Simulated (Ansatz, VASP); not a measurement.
# Two plane-wave programs on MgH2

```
Mg H
1.0
     0.00000    8.32883    8.32883
     8.32883    0.00000    8.32883
     8.32883    8.32883    0.00000
Mg H
8 16
Direct
  0.80625 0.06458 0.06458
  0.18542 0.18542 0.18542
  0.18542 0.18542 0.44375
  0.18542 0.44375 0.18542
  0.06458 0.80625 0.06458
  0.06458 0.06458 0.06458
  0.06458 0.06458 0.80625
  0.44375 0.18542 0.18542
  0.91441 0.91441 0.08559
  0.91441 0.08559 0.08559
  0.91441 0.08559 0.91441
  0.62500 0.12500 0.12500
  0.16441 0.16441 0.33559
  0.16441 0.33559 0.16441
  0.12500 0.12500 0.12500
  0.33559 0.16441 0.16441
  0.16441 0.33559 0.33559
  0.12500 0.12500 0.62500
  0.33559 0.16441 0.33559
  0.12500 0.62500 0.12500
  0.33559 0.33559 0.16441
  0.08559 0.91441 0.08559
  0.08559 0.91441 0.91441
  0.08559 0.08559 0.91441
```

Alike in both runs: task relaxation of cell and atoms; functional PBE; k mesh 2 × 2 × 2; occupations gaussian, width 0.1 eV; no spin polarisation.

```csv
,VASP,Ansatz
version,VASP 6.6.1,Ansatz 0.2.0
potentials or method,"VASP PAW PBE potentials, release 64 (Mg, H), cutoff 600 eV","scalar-relativistic, plane waves, PAW"
valence electrons in the cell,32,96
```

|  | VASP | Ansatz | Ansatz less VASP |
| --- | --- | --- | --- |
| gap on the k mesh at the Fermi level, each at its own relaxed structure (eV) | 5.07 | 5.05 | -0.015 |
| relaxed volume (Å³/atom) | 54.18 | 53.61 | -0.568 |
| relaxed length of the cell vector where the two differ most in proportion (Å) | 12.251 | 12.208 | -0.0430 |

VASP's potentials hold 32 valence electrons a cell and Ansatz's 96, so a difference there can come from the potentials and not from the codes.
